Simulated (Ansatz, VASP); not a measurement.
NaCl: VASP beside Ansatz

File POSCAR:

```
NaCl
1.0
    0.0000000000      2.8026987877      2.8026987877
    2.8026987877      0.0000000000      2.8026987877
    2.8026987877      2.8026987877      0.0000000000
Na Cl
1 1
Direct
    0.0000000000      0.0000000000      0.0000000000
    0.5000000000      0.5000000000      0.5000000000
```

The input INCAR.step1:

```
SYSTEM = NaCl
PREC = Accurate
ENCUT = 520
ISMEAR = 0
SIGMA = 0.01
LREAL = .False.
LASPH = .True.
NELM = 100
NBANDS = 14
GGA = PE
ALGO = Normal
EDIFF = 1E-4
LWAVE = .True.
LCHARG = .False.
```

File INCAR.step2:

```
SYSTEM = NaCl
PREC = Accurate
ENCUT = 520
EDIFF = 1E-6
ISMEAR = 0
SIGMA = 0.01
LREAL = .False.
LASPH = .True.
NELM = 100
ALGO = Normal
ISIF = 2
LWAVE = .False.
LCHARG = .False.
METAGGA = R2SCAN
LMIXTAU = .True.
NBANDS = 14
ISTART = 1
```

KPOINTS

```
Automatic mesh
0
Gamma
  6 6 6
  0 0 0
```

Input for Ansatz:

```yaml
crystal:
  lattice:
    - [0.0, 2.8026987877, 2.8026987877]
    - [2.8026987877, 0.0, 2.8026987877]
    - [2.8026987877, 2.8026987877, 0.0]
  atoms:
    - { symbol: Na, position: [0.0, 0.0, 0.0] }
    - { symbol: Cl, position: [0.5, 0.5, 0.5] }
kpoints:
  mp_grid: { grid: [6, 6, 6] }
hamiltonian:
  xc: r2scan
scf:
  occupations: { method: fixed }
  n_extra_bands: 4
output:
  forces: true
  stress: true
  eigenvalues: true
```

Alike in both runs: task single point; functional r2SCAN; k mesh 6 × 6 × 6; no spin polarisation.

|  | VASP | Ansatz |
| --- | --- | --- |
| version | VASP 6.6.1 | Ansatz 0.2.0 |
| potentials or method | VASP PAW PBE potentials, release 64 (Na_pv, Cl) | plane waves, PAW |
| plane-wave cutoff (eV) | 520 | 500 |
| occupations | gaussian, width 0.01 eV | fixed |
| valence electrons in the cell | 14 | 16 |

Ansatz gave:

- gap on the k mesh at the Fermi level (eV): 5.98
- pressure (GPa): 0.0

Question: Which values does VASP return?

Answer: gap on the k mesh at the Fermi level (eV): 6.00; pressure (GPa): -0.1.

VASP's potentials were made for PBE, not for r2SCAN. VASP's potentials hold 14 valence electrons a cell and Ansatz's 16, so a difference there can come from the potentials and not from the codes.
